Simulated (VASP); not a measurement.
Crystal: Cl.

```
Cl
1.0
     3.16000    0.00000    0.00000
    -1.58000    2.73664    0.00000
     0.00000    0.00000    5.16028
Cl
2
Direct
  0.33333 0.66667 0.25000
  0.66667 0.33333 0.75000
```

| Quantity | Value |
| --- | --- |
| Program | VASP 6.6.1 |
| Task | relaxation of cell and atoms |
| Functional | PBE |
| Potentials or basis | VASP PAW PBE potentials, release 64 (Cl) |
| Cutoff | 600 eV |
| k mesh | 6 × 6 × 3 |
| Occupations | fermi-dirac, width 0.01 eV |
| Spin | no spin polarisation |

At the start: pressure -0.9 GPa; volume 22.31 Å³/atom.

Q: Where does the relaxation end?

A: Over 21 steps the energy falls by 260.0 meV/atom and the volume is 22.53 Å³/atom (+1.0 %); space group P6_3/mmc (No. 194, to 0.05 Å).

Step by step:
```tsv
step	energy change (eV)	largest force (eV/Å)	pressure (GPa)	volume (Å³)
1	0.0000	0.0000	-0.92	44.62
2	-0.0053	0.0000	-0.44	43.81
3	-0.0157	0.0000	1.20	41.40
4	-0.0164	0.0000	1.27	41.32
5	-0.0185	0.0000	1.48	41.07
6	-0.0220	0.0000	1.90	40.58
7	-0.0261	0.0000	2.86	39.61
8	-0.0257	0.0000	5.19	37.70
9	-0.0306	0.0000	5.55	37.43
10	-0.0365	0.0000	6.09	37.06
11	-0.0404	0.0000	7.35	36.32
12	-0.0519	0.0000	7.12	36.43
13	-0.0838	0.0000	6.57	36.76
14	-0.1382	0.0000	5.62	37.41
15	-0.2695	0.0000	3.80	38.69
16	-0.4364	0.0000	1.48	41.19
17	-0.5192	0.0000	-0.41	45.78
18	-0.5193	0.0000	-0.38	45.57
19	-0.5191	0.0000	-0.33	45.41
20	-0.5197	0.0000	-0.17	45.24
21	-0.5200	0.0000	0.02	45.05
```

Final structure:
```
Cl
1.0
     3.68223    0.00000    0.00000
    -1.84111    3.18890    0.00000
     0.00000    0.00000    3.83688
Cl
2
Direct
  0.33333 0.66667 0.25000
  0.66667 0.33333 0.75000
```

Caveat: the k points lie up to 0.55 Å⁻¹ apart in the final cell.
